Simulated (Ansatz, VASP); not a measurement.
# Two plane-wave programs on Cd2BiO2

The input INCAR:

```
SYSTEM = Cd2BiO2
ALGO = Normal
EDIFF = 1E-7
EDIFFG = -0.01
ENCUT = 600
GGA = PE
IBRION = 2
ISIF = 3
ISMEAR = 0
LASPH = .True.
LCHARG = .False.
LREAL = .False.
LWAVE = .False.
NELM = 100
NSW = 100
PREC = Accurate
SIGMA = 0.1
```

The input KPOINTS:

```
k-points
0
Gamma
  8 8 8
  0 0 0
```

POSCAR

```
Cd2BiO2
1.0
    4.9471343880      0.0000000000      0.0000000000
    0.0000000000      4.9471343880      0.0000000000
    0.0000000000      0.0000000000      4.4459296681
Cd Bi O
2 1 2
Direct
    0.5000000000      0.0000000000      0.0000000000
    0.0000000000      0.5000000000      0.0000000000
    0.5000000000      0.5000000000      0.5000000000
    0.5000000000      0.0000000000      0.5000000000
    0.0000000000      0.5000000000      0.5000000000
```

Input for Ansatz:

```yaml
crystal:
  lattice:
    - [4.947134388, 0.0, 0.0]
    - [0.0, 4.947134388, 0.0]
    - [0.0, 0.0, 4.4459296681]
  atoms:
    - { symbol: Cd, position: [0.5, 0.0, 0.0] }
    - { symbol: Cd, position: [0.0, 0.5, 0.0] }
    - { symbol: Bi, position: [0.5, 0.5, 0.5] }
    - { symbol: O, position: [0.5, 0.0, 0.5] }
    - { symbol: O, position: [0.0, 0.5, 0.5] }
basis:
  ecutwfc: 420
kpoints:
  mp_grid: { grid: [8, 8, 8] }
hamiltonian:
  xc: pbe
scf:
  occupations: { method: gaussian, width: 0.1 }
output:
  forces: true
  stress: true
  eigenvalues: true
  write_density: true
  write_potential: true
  elf: true
  volumetric_format: npy
relax:
  adjacent_minimum: "off"
  f_tol: 0.01
  max_steps: 80
  cell: { stress_tol: 0.05 }
```

Alike in both runs: task relaxation of cell and atoms; functional PBE; k mesh 8 × 8 × 8; occupations gaussian, width 0.1 eV; no spin polarisation.

|  | VASP | Ansatz |
| --- | --- | --- |
| version | VASP 6.6.1 | Ansatz 0.2.0 |
| potentials or method | VASP PAW PBE potentials, release 64 (Cd, Bi_d, O), cutoff 600 eV | scalar-relativistic, plane waves, PAW |
| valence electrons in the cell | 51 | 67 |

|  | VASP | Ansatz | Ansatz less VASP |
| --- | --- | --- | --- |
| gap on the k mesh at the Fermi level, each at its own relaxed structure (eV) | none | none | - |
| relaxed volume (Å³/atom) | 21.52 | 21.56 | +0.039 |
| relaxed length of the cell vector where the two differ most in proportion (Å) | 4.504 | 4.465 | -0.0399 |

A gap of «none» marks a metal or a gap that the smearing closes. VASP's potentials hold 51 valence electrons a cell and Ansatz's 67, so a difference there can come from the potentials and not from the codes.

Spin-orbit coupling is off throughout.
